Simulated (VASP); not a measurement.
Crystal: PtWS3.

```
CELL_PARAMETERS angstrom
4.44473 0.00000 0.00000
0.00000 4.44473 0.00000
0.00000 0.00000 4.44473
ATOMIC_POSITIONS crystal
Pt 0.00000 0.00000 0.00000
W 0.50000 0.50000 0.50000
S 0.00000 0.50000 0.50000
S 0.50000 0.00000 0.50000
S 0.50000 0.50000 0.00000
```

| Quantity | Value |
| --- | --- |
| Program | VASP 6.6.1 |
| Task | relaxation of cell and atoms |
| Functional | PBE |
| Potentials or basis | VASP PAW PBE potentials, release 64 (Pt, W_sv, S) |
| Cutoff | 600 eV |
| k mesh | 4 × 4 × 4 |
| Occupations | gaussian, width 0.1 eV |
| Spin | no spin polarisation |

At the start: pressure 19.6 GPa; volume 17.56 Å³/atom.

Problem. Where does the relaxation end?

Solution. Over 4 steps the energy falls by 133.5 meV/atom and the volume is 20.05 Å³/atom (+14.2 %); space group Pm-3m (No. 221, to 0.05 Å).

The path:
```
step  energy change (eV)  largest force (eV/Å)  pressure (GPa)  volume (Å³)
   1              0.0000                0.0000           19.61        87.81
   2              0.1253                0.0000          -12.20       118.05
   3             -0.6667                0.0000           -0.48       100.63
   4             -0.6673                0.0000           -0.09       100.27
```

Final structure:
```xyz
5
Lattice="4.6457 0.0000 0.0000 0.0000 4.6457 0.0000 0.0000 0.0000 4.6457" Properties=species:S:1:pos:R:3 pbc="T T T"
Pt    0.0000    0.0000    0.0000
W     2.3228    2.3228    2.3228
S     0.0000    2.3228    2.3228
S     2.3228    0.0000    2.3228
S     2.3228    2.3228    0.0000
```
